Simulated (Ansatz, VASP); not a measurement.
## MgI2 in VASP and in Ansatz

The input INCAR:

```
SYSTEM = MgI2
PREC     = Accurate       ! precision mode
ENCUT    = 520            ! plane-wave cutoff, eV
EDIFF    = 1E-6           ! SCF threshold, eV
ISMEAR   = -1             ! smearing method
SIGMA    = 0.02           ! smearing width, eV
LREAL    = .False.        ! projectors in reciprocal space
LASPH    = .True.         ! aspherical terms in the spheres
NELM     = 100            ! most SCF steps
ALGO     = Normal         ! electronic algorithm
ISIF     = 2              ! what is computed and relaxed
LWAVE    = .False.        ! write WAVECAR
LCHARG   = .False.        ! write CHGCAR
GGA      = PE             ! functional
NBANDS   = 15             ! bands
```

File KPOINTS:

```
regular mesh
0
Gamma
  6 6 6
  0 0 0
```

Contents of POSCAR:

```
MgI2
1.0
    0.0544579485      3.7557205847      3.7557205847
    3.7557205847      0.0544579485      3.7557205847
    3.8101785332      3.8101785332      0.0000000000
Mg I
1 2
Direct
    0.0000000000      0.0000000000      0.0000000000
    0.2512032234      0.2512032234      0.2487967766
    0.7487967766      0.7487967766      0.7512032234
```

Input for Ansatz:

```yaml
crystal:
  lattice:
    - [0.0544579485, 3.7557205847, 3.7557205847]
    - [3.7557205847, 0.0544579485, 3.7557205847]
    - [3.8101785332, 3.8101785332, 0.0]
  atoms:
    - { symbol: Mg, position: [0.0, 0.0, 0.0] }
    - { symbol: I, position: [0.2512032234, 0.2512032234, 0.2487967766] }
    - { symbol: I, position: [0.7487967766, 0.7487967766, 0.7512032234] }
kpoints:
  mp_grid: { grid: [6, 6, 6] }
  band_path:
    path:
      - [0.0, 0.0, 0.0]
      - [0.5, 0.0, 0.5]
      - [0.625, 0.25, 0.625]
      - [0.375, 0.375, 0.75]
      - [0.5, 0.5, 0.5]
      - [0.5, 0.25, 0.75]
      - [0.5, 0.5, 0.0]
    npoints: 1
hamiltonian:
  xc: pbe
scf:
  occupations: { method: fermi_dirac, width: 0.02 }
  n_extra_bands: 4
output:
  forces: true
  stress: true
  eigenvalues: true
```

Change from the starting cell: shear_xy strain +2.9%.

Alike in both runs: task single point; functional PBE; k mesh 6 × 6 × 6; occupations fermi-dirac, width 0.02 eV; no spin polarisation.

|  | VASP | Ansatz |
| --- | --- | --- |
| version | VASP 6.6.1 | Ansatz 0.2.0 |
| potentials or method | VASP PAW PBE potentials, release 64 (Mg, I) | plane waves, PAW |
| plane-wave cutoff (eV) | 520 | 420 |
| valence electrons in the cell | 16 | 44 |

Ansatz gave:

| Property | Result |
| --- | --- |
| pressure (GPa) | 0.2 |
| traceless stress, the component that is largest in VASP (GPa) | 0.48 |

Problem. Which values does VASP return?

Solution. Pressure (GPa): 0.2; traceless stress, the component that is largest in VASP (GPa): 0.49.

VASP's potentials hold 16 valence electrons a cell and Ansatz's 44, so a difference there can come from the potentials and not from the codes.

Spin-orbit coupling is off throughout.
